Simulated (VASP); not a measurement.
Input of a VASP 6.6.1 run:

INCAR

```
PREC     = Accurate       # precision mode
ENCUT    = 520            # plane-wave cutoff, eV
EDIFF    = 1E-7           # SCF threshold, eV
ISMEAR   = 0              # smearing method
SIGMA    = 0.03           # smearing width, eV
LREAL    = False          # projectors in reciprocal space
LASPH    = True           # aspherical terms in the spheres
NELM     = 80             # most SCF steps
ALGO     = Normal         # electronic algorithm
ISIF     = 2              # what is computed and relaxed
LWAVE    = False          # write WAVECAR
LCHARG   = False          # write CHGCAR
GGA      = CA             # functional
NBANDS   = 43             # bands
```

KPOINTS

```
regular mesh
0
Gamma
  9 9 6
```

File POSCAR:

```
Si2W
1.0
    4.6354110315      0.0000000000      0.0000000000
   -2.3177055157      4.0143837103      0.0000000000
    0.0000000000      0.0000000000      6.3315079279
Si W
6 3
Direct
    0.8255546399      0.6511092798      0.5000000000
    0.1744453601      0.8255546399      0.8333333333
    0.6511092798      0.8255546399      0.1666666667
    0.1744453601      0.3488907202      0.5000000000
    0.8255546399      0.1744453601      0.8333333333
    0.3488907202      0.1744453601      0.1666666667
    0.0000000000      0.5000000000      0.1666666667
    0.5000000000      0.5000000000      0.8333333333
    0.5000000000      0.0000000000      0.5000000000
```

Potentials or basis: VASP PAW LDA potentials, release 64 (Si, W_sv).

Command:

```bash
$ cat potpaw_LDA.64/Si/POTCAR potpaw_LDA.64/W_sv/POTCAR > POTCAR
$ mpirun -np 1 vasp_std > vasp.out
```

Estimate the largest force.

1.361 eV/Å.

What does it give for the band gap on the k mesh?

0.14 eV (least direct gap 0.46 eV).

Forces on the atoms (eV/Å):
```
Si   0.000  1.361  0.000
Si  -1.179  0.681  0.000
Si   1.179  0.681  0.000
Si   0.000 -1.361  0.000
Si   1.179 -0.681  0.000
Si  -1.179 -0.681  0.000
W    0.000  0.000  0.000
W    0.000  0.000  0.000
W    0.000  0.000  0.000
```

Caveat: spin-orbit coupling is left out, which moves the levels of the heavy elements; forces of over 1 eV/Å act on the atoms, so gaps and moduli don't describe the material at rest. A k mesh can miss the band edges.
